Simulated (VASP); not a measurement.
Set up this calculation in VASP 6.6.1, as the native input.

| Property | Result |
| --- | --- |
| Task | single point |
| Functional | PBEsol |
| Potentials or basis | VASP PAW PBE potentials, release 64 (P) |
| Cutoff | 520 eV |
| k mesh | 9 × 9 × 9 |
| Occupations | fermi-dirac, width 0.05 eV |
| Spin | no spin polarisation |
| Dipole correction | no |
| Further INCAR settings | ALGO = Normal; EDIFF = 1e-06; NBANDS = 12 |

The structure of P lies in POSCAR:

```
P
1.0
    1.7371541546      1.0029464188      3.1504069738
   -1.7371541546      1.0029464188      3.1504069738
    0.0000000000     -2.0058928376      3.1504069738
P
2
Direct
    0.7729197500      0.7729197500      0.7729197500
    0.2270802500      0.2270802500      0.2270802500
```

One way to write it, as run:

INCAR

```
PREC     = Accurate       # precision mode
ENCUT    = 520            # plane-wave cutoff, eV
EDIFF    = 1E-6           # SCF threshold, eV
ISMEAR   = -1             # smearing method
SIGMA    = 0.05           # smearing width, eV
LREAL    = False          # projectors in reciprocal space
LASPH    = True           # aspherical terms in the spheres
NELM     = 60             # most SCF steps
ALGO     = Normal         # electronic algorithm
ISIF     = 2              # what is computed and relaxed
LWAVE    = False          # write WAVECAR
LCHARG   = False          # write CHGCAR
GGA      = PS             # functional
NBANDS   = 12             # bands
```

KPOINTS

```
Automatic mesh
0
Gamma
  9 9 9
```

Potentials or basis: VASP PAW PBE potentials, release 64 (P).

The run is started by

```bash
$ cat potpaw_PBE.64/P/POTCAR > POTCAR
$ mpirun -np 1 vasp_std > vasp.out
```

Results of the run:

```yaml
Pressure: -3.4 GPa
Largest_force: 0.116 eV/Å
Band_gap_on_the_k_mesh: zero (band 5 reaches 9.17 eV, above the bottom of band 6 at 8.46 eV)
```

Caveat: the PAW data sets were made with another functional, which shifts forces and pressure a little.

It took 12 s on 1 thread of Intel(R) Xeon(R) 6975P-C (Granite Rapids) (shared host), peak memory 0.16 GiB.
